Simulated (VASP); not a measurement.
# CuAu12 in VASP: single point with PBE

Aim: the single point of CuAu12 with PBE.

Program: VASP 6.6.1. These are calculated values, not measurements. Logs are shortened: lines on timing, memory, paths and dates and some standing lists are left out, and cuts for length are marked.

## Step 1: The cell of the first run

The cell holds a slab with vacuum, 13 atoms: a = 5.770 Å, b = 5.770 Å, c = 17.711 Å, α = 90.00°, β = 90.00°, γ = 60.00°.

## Step 2: Single point, PBE

File INCAR:

```
PREC = Accurate ; ENCUT = 520
EDIFF = 1E-6 ; ISMEAR = -1
SIGMA = 0.05 ; LREAL = False
LASPH = True ; NELM = 100
ALGO = Normal ; ISIF = 2
LWAVE = False ; LCHARG = False
GGA = PE ; NBANDS = 84
```

File KPOINTS:

```
regular mesh
0
Gamma
  3 3 1
```

File POSCAR:

```
CuAu12
1.0
    5.7699910000      0.0000000000      0.0000000000
    2.8849960000      4.9969590000      0.0000000000
    0.0000000000      0.0000000000     17.7111780000
Au Cu
12 1
Direct
    0.1666667000      0.1666667000      0.0564615000
    0.6666667000      0.1666667000      0.0564615000
    0.1666667000      0.6666667000      0.0564615000
    0.6666667000      0.6666667000      0.0564615000
   -0.1607260794      0.3326505940      0.2215870967
    0.3391749732      0.3326705799      0.2216593691
   -0.1607705049      0.8326858129      0.2115762290
    0.3391675438      0.8327415095      0.2216304354
    0.0021311194      0.0032488755      0.3721889693
    0.4933366800      0.0031602648      0.3727799053
    0.0020865309      0.4943654973      0.3724582492
    0.4990795039      0.5002664393      0.3817179331
    0.8338793444      0.8335135813      0.4786809203
```

Potentials or basis: VASP PAW PBE potentials, release 64 (Au, Cu).

The run is started by

```
$ cat potpaw_PBE.64/Au/POTCAR potpaw_PBE.64/Cu/POTCAR > POTCAR
$ mpirun -np 1 vasp_std > vasp.out
```

OUTCAR:

```text
PREC = Accurate
   ENCUT = 520
   EDIFF = 1E-6
   ISMEAR = -1
   LREAL = False
   LASPH = True
   NELM = 100
   ISIF = 2
   GGA = PE

 ion  position               nearest neighbor table
   1  0.167  0.167  0.056-   4 2.88   4 2.88   2 2.88   2 2.88   3 2.88   3 2.88   5 3.35   8 3.37
                             6 3.38
   2  0.667  0.167  0.056-   3 2.88   3 2.88   1 2.88   1 2.88   4 2.88   4 2.88   7 3.21   6 3.35
                             5 3.38
   3  0.167  0.667  0.056-   2 2.88   2 2.88   4 2.88   4 2.88   1 2.88   1 2.88   7 3.20   6 3.37
                             8 3.38
   4  0.667  0.667  0.056-   1 2.88   1 2.88   3 2.88   3 2.88   2 2.88   2 2.88   7 3.23   8 3.35
                             5 3.37
   5  0.839  0.333  0.222-   8 2.88   6 2.88   6 2.89   8 2.89   7 2.89   7 2.89  11 3.13   9 3.13
                            12 3.31   1 3.35   4 3.37   2 3.38
   6  0.339  0.333  0.222-   5 2.88   8 2.88   8 2.89   5 2.89   7 2.89   7 2.89  10 3.14  11 3.16
                            12 3.27   2 3.35   3 3.37   1 3.38
   7  0.839  0.833  0.212-   8 2.89   5 2.89   6 2.89   5 2.89   6 2.89   8 2.89   3 3.20   2 3.21
                             4 3.23   9 3.30  11 3.31  10 3.34
   8  0.339  0.833  0.222-   5 2.88   6 2.88   6 2.89   5 2.89   7 2.89   7 2.89  10 3.13   9 3.15
                            12 3.29   4 3.35   1 3.37   3 3.38
   9  0.002  0.003  0.372-  13 2.53  11 2.83  10 2.83  12 2.89  12 2.89  10 2.94  11 2.94   5 3.13
                             8 3.15   7 3.30
  10  0.493  0.003  0.373-  13 2.53   9 2.83  11 2.83  12 2.89  12 2.89  11 2.94   9 2.94   8 3.13
                             6 3.14   7 3.34
  11  0.002  0.494  0.372-  13 2.53   9 2.83  10 2.83  12 2.89  12 2.89  10 2.94   9 2.94   5 3.13
                             6 3.16   7 3.31
  12  0.499  0.500  0.382-  10 2.89  11 2.89  10 2.89   9 2.89  11 2.89   9 2.89   6 3.27   8 3.29
                             5 3.31
  13  0.834  0.834  0.479-   9 2.53  11 2.53  10 2.53

  LATTYP: Found a hexagonal cell.
 ALAT       =     5.7699914357
 C/A-ratio  =     3.0695328056

  Lattice vectors:

 A1 = (  -2.8849960000,  -4.9969590000,   0.0000000000)
 A2 = (   5.7699910000,   0.0000000000,   0.0000000000)
 A3 = (   0.0000000000,   0.0000000000,  17.7111780000)

Analysis of symmetry for initial positions (statically):
=====================================================================
 Subroutine PRICEL returns:
 Original cell was already a primitive cell.

 Routine SETGRP: Setting up the symmetry group for a
 hexagonal supercell.

 Subroutine GETGRP returns: Found  1 space group operations
 (whereof  1 operations were pure point group operations)
 out of a pool of 24 trial point group operations.

The static configuration has the point symmetry C_1 .

Analysis of symmetry for dynamics (positions and initial velocities):
=====================================================================
 Subroutine PRICEL returns:
 Original cell was already a primitive cell.

 Routine SETGRP: Setting up the symmetry group for a
 hexagonal supercell.

 Subroutine GETGRP returns: Found  1 space group operations
 (whereof  1 operations were pure point group operations)
 out of a pool of 24 trial point group operations.

The dynamic configuration has the point symmetry C_1 .

 Subroutine INISYM returns: Found  1 space group operations
 (whereof  1 operations are pure point group operations),
 and found     1 'primitive' translations

----------------------------------------------------------------------------------------

                                     Primitive cell

  volume of cell :     510.6559

  direct lattice vectors                    reciprocal lattice vectors
     5.769991000  0.000000000  0.000000000     0.173310496 -0.100060874  0.000000000
     2.884996000  4.996959000  0.000000000     0.000000000  0.200121714  0.000000000
     0.000000000  0.000000000 17.711178000     0.000000000  0.000000000  0.056461518

  length of vectors
     5.769991000  5.769991436 17.711178000     0.200121729  0.200121714  0.056461518

  position of ions in fractional coordinates (direct lattice)
     0.166666700  0.166666700  0.056461500
     0.666666700  0.166666700  0.056461500
     0.166666700  0.666666700  0.056461500
     0.666666700  0.666666700  0.056461500
     0.839273921  0.332650594  0.221587097
     0.339174973  0.332670580  0.221659369
     0.839229495  0.832685813  0.211576229
     0.339167544  0.832741510  0.221630435
     0.002131119  0.003248875  0.372188969
     0.493336680  0.003160265  0.372779905
     0.002086531  0.494365497  0.372458249
     0.499079504  0.500266439  0.381717933
     0.833879344  0.833513581  0.478680920

  ion indices of the primitive-cell ions
   primitive index   ion index
                 1           1
                 2           2
                 3           3
                 4           4
                 5           5
                 6           6
                 7           7
                 8           8
                 9           9
                10          10
                11          11
                12          12
                13          13

----------------------------------------------------------------------------------------

 KPOINTS: regular mesh

Automatic generation of k-mesh.
 Grid dimensions read from file:
 generate k-points for:    3    3    1

 Generating k-lattice:

  Cartesian coordinates                     Fractional coordinates (reciprocal lattice)
     0.057770165 -0.033353625  0.000000000     0.333333333  0.000000000  0.000000000
     0.000000000  0.066707238  0.000000000     0.000000000  0.333333333  0.000000000
     0.000000000  0.000000000  0.056461518     0.000000000  0.000000000  1.000000000

  Length of vectors
     0.066707243  0.066707238  0.056461518

  Shift w.r.t. Gamma in fractional coordinates (k-lattice)
     0.000000000  0.000000000  0.000000000

 Subroutine IBZKPT returns following result:
 ===========================================

 Found      5 irreducible k-points:

 Following reciprocal coordinates:
            Coordinates               Weight
  0.000000  0.000000  0.000000      1.000000
  0.333333  0.000000  0.000000      2.000000
  0.333333  0.333333  0.000000      2.000000
  0.000000  0.333333  0.000000      2.000000
 -0.333333  0.333333  0.000000      2.000000
   k-points           NKPTS =      5   k-points in BZ     NKDIM =      5   number of bands    NBANDS=     84
   number of dos      NEDOS =    301   number of ions     NIONS =     13
   total plane-waves  NPLWV = 322560
   dimension x,y,z NGX =    48 NGY =   48 NGZ =  140
   dimension x,y,z NGXF=    96 NGYF=   96 NGZF=  280
   ions per type =              12   1
   NGX,Y,Z   is equivalent  to a cutoff of  13.83, 13.83, 13.14 a.u.
   NGXF,Y,Z  is equivalent  to a cutoff of  27.66, 27.66, 26.28 a.u.
 SYSTEM =  unknown system
   PREC   = accura    normal or accurate (medium, high low for compatibility)
   ISTART =      0    job   : 0-new  1-cont  2-samecut
   ICHARG =      2    charge: 1-file 2-atom 10-const
   ISPIN  =      1    spin polarized calculation?
   LNONCOLLINEAR =      F non collinear calculations
   LSORBIT =      F    spin-orbit coupling
   LASPH  =      T    aspherical Exc in radial PAW
   ENCUT  =  520.0 eV  38.22 Ry    6.18 a.u.  10.73 10.73 32.93*2*pi/ulx,y,z
   NELM   =    100;   NELMIN=  2; NELMDL= -5     # of ELM steps
   EDIFF  = 0.1E-05   stopping-criterion for ELM
   LREAL  =      F    real-space projection
   EDIFFG = 0.1E-04   stopping-criterion for IOM
   NSW    =      0    number of steps for IOM
   IBRION =     -1    ionic relax: 0-MD 1-quasi-New 2-CG
   NFREE  =      0    steps in history (QN), initial steepest desc. (CG)
   ISIF   =      2    stress and relaxation
   ISYM   =      2    0-nonsym 1-usesym 2-fastsym
   POTIM  = 0.5000    time-step for ionic-motion
   TEBEG  =    0.0;   TEEND  =   0.0 temperature during run
   PSTRESS=    0.0 pullay stress
   NELECT =     143.0000    total number of electrons
   NUPDOWN=      -1.0000    fix difference up-down
   EMIN   =  10.00;   EMAX   =-10.00  energy-range for DOS
   EFERMI =   0.00;   METHOD = LEGACY
   ISMEAR =    -1;   SIGMA  =   0.05  broadening in eV -4-tet -1-fermi 0-gaus
   EFERMI_NEDOS =   21; number of points for ismear=-14 and -15
   IALGO  =     38    algorithm
   IMIX   =      4    mixing-type and parameters
     AMIX     =   0.40;   BMIX     =  1.00
     AMIX_MAG =   1.60;   BMIX_MAG =  1.00
  volume/ion in A,a.u.               =      39.28       265.08
  Fermi-wavevector in a.u.,A,eV,Ry     =   1.071052  2.023996 15.607968  1.147153
  Thomas-Fermi vector in A             =   2.206781
   LORBIT       =      0    0 simple, 1 ext, 2 COOP (PROOUT), +10 PAW based schemes
   GGA     = PE    functional components
   LHFCALC =     F    Hartree Fock is set to
   AEXX    =    0.0000 exact exchange contribution
   IVDW    =     0    specifies the selected vdW correction
   LEPSILON=     F    determine dielectric tensor
   LRPA    =     F    only Hartree local field effects (RPA)
 non-spin polarized calculation
  energy-cutoff  :      520.00
  volume of cell :      510.66
 maximum number of plane-waves:     13793
 NGX is ok and might be reduce to    48
   NGX = 21   NGY = 21   NGZ = 65

 number of electron     143.0000014 magnetization

 Free energy of the ion-electron system (eV)
  ---------------------------------------------------
  ext. energy  EPLUGINS =         0.00000000
  ---------------------------------------------------
  free energy    TOTEN  =       -38.77407608 eV

  energy without entropy =      -38.75203078  energy(sigma->0) =      -38.76305343

 E-fermi :   1.2402     XC(G=0):  -6.6996

 val. band max:        0.8572768045   @ k =   0.3333   0.3333   0.0000
 cond. band min:       1.3692365436   @ k =   0.3333   0.3333   0.0000
 fundamental gap:      0.5119597391
 Fermi energy:         1.2401975272

 k-point     1 :       0.0000    0.0000    0.0000
  band No.  band energies     occupation
      1      -7.0269      2.00000
      2      -6.1768      2.00000
      3      -5.5488      2.00000
      4      -5.2424      2.00000
      5      -5.0828      2.00000
      6      -5.0791      2.00000
[... 75 lines left out ...]
     82       4.4014      0.00000
     83       4.8669      0.00000

 k-point     2 :       0.3333    0.0000    0.0000
  band No.  band energies     occupation
      1      -6.1970      2.00000
      2      -5.4027      2.00000
      3      -5.0154      2.00000
      4      -4.7789      2.00000
      5      -4.7550      2.00000
      6      -4.5379      2.00000
[... 75 lines left out ...]
     82       5.6304      0.00000
     83       5.9346      0.00000

 k-point     3 :       0.3333    0.3333    0.0000
  band No.  band energies     occupation
      1      -6.1961      2.00000
      2      -5.4005      2.00000
      3      -5.0118      2.00000
      4      -4.7809      2.00000
      5      -4.7525      2.00000
      6      -4.5366      2.00000
[... 75 lines left out ...]
     82       5.6344      0.00000
     83       5.9362      0.00000

 k-point     4 :       0.0000    0.3333    0.0000
  band No.  band energies     occupation
      1      -6.1965      2.00000
      2      -5.4013      2.00000
      3      -5.0132      2.00000
      4      -4.7799      2.00000
      5      -4.7535      2.00000
      6      -4.5372      2.00000
[... 75 lines left out ...]
     82       5.6334      0.00000
     83       5.9356      0.00000

 k-point     5 :      -0.3333    0.3333    0.0000
  band No.  band energies     occupation
      1      -4.9518      2.00000
      2      -4.9387      2.00000
      3      -4.6700      2.00000
      4      -4.3810      2.00000
      5      -4.1123      2.00000
      6      -4.0228      2.00000
[... 75 lines left out ...]
     82       5.9908      0.00000
     83       5.9983      0.00000
 [bands above 83 left out]

------------------------ aborting loop because EDIFF is reached ----------------------------------------

  FORCE on cell =-STRESS in cart. coord.  units (eV):
  Direction    XX          YY          ZZ          XY          YZ          ZX
  --------------------------------------------------------------------------------------
  -------------------------------------------------------------------------------------
  Total      -18.6362947    -18.6352066     -0.0928252      0.0076398     -0.0000858      0.0079322
  in kB      -58.4711696    -58.4677559     -0.2912380      0.0239697     -0.0002693      0.0248872
  external PRESSURE =     -39.0767212 kB  Pullay stress =       0.0000000 kB

 VOLUME and BASIS-vectors are now :
 -----------------------------------------------------------------------------
  energy-cutoff  :      520.00
  volume of cell :      510.66
      direct lattice vectors                 reciprocal lattice vectors
     5.769991000  0.000000000  0.000000000     0.173310496 -0.100060874  0.000000000
     2.884996000  4.996959000  0.000000000     0.000000000  0.200121714  0.000000000
     0.000000000  0.000000000 17.711178000     0.000000000  0.000000000  0.056461518

 POSITION                                       TOTAL-FORCE (eV/Angst)
 -----------------------------------------------------------------------------------
      1.44250      0.83283      1.00000         0.000332     -0.000006     -0.057586
      4.32749      0.83283      1.00000        -0.000684      0.058905      0.010280
      2.88500      3.33131      1.00000         0.051899     -0.030349      0.007113
      5.76999      3.33131      1.00000        -0.050518     -0.028762      0.012469
      5.80230      1.66224      3.92457         0.001032     -0.001499      0.001891
      2.91679      1.66234      3.92585        -0.003173     -0.000389      0.003326
      7.24464      4.16090      3.74726         0.000150      0.000020      0.009519
      4.35945      4.16118      3.92534        -0.002024      0.002430      0.002676
      0.02167      0.01623      6.59191         0.003828      0.001424     -0.004896
      2.85567      0.01579      6.60237        -0.002873      0.002353     -0.005037
      1.43828      2.47032      6.59667         0.001280     -0.003902     -0.004845
      4.32295      2.49981      6.76067         0.000202     -0.000040      0.012736
      7.21616      4.16503      8.47800         0.000551     -0.000183      0.012353
 -----------------------------------------------------------------------------------
    total drift:                               -0.000376     -0.000084      0.000034

  FREE ENERGIE OF THE ION-ELECTRON SYSTEM (eV)
  ---------------------------------------------------
  free  energy   TOTEN  =       -38.7740760774 eV

  energy  without entropy=      -38.7520307801  energy(sigma->0) =      -38.76305343
```

It took 20 min on 1 thread of Intel Xeon 8259CL, shared host; peak memory 0.74 GiB.

Results:

| Item | Value |
| --- | --- |
| Free energy | -38.7741 eV |
| Largest force | 0.061 eV/Å |
| Band gap on the k mesh | zero (an odd number of electrons rules out a gap without spin polarisation) |

Forces in eV/Å, atoms in the order of the input:
```
Au   0.000  0.000 -0.058
Au  -0.001  0.059  0.010
Au   0.052 -0.030  0.007
Au  -0.051 -0.029  0.012
Au   0.001 -0.001  0.002
Au  -0.003  0.000  0.003
Au   0.000  0.000  0.010
Au  -0.002  0.002  0.003
Au   0.004  0.001 -0.005
Au  -0.003  0.002 -0.005
Au   0.001 -0.004 -0.005
Au   0.000  0.000  0.013
Cu   0.001  0.000  0.012
```

Caveat: the k points lie up to 0.42 Å⁻¹ apart, too coarse for converged energies and pressures of a metal; spin-orbit coupling is left out, which moves the levels of the heavy elements.
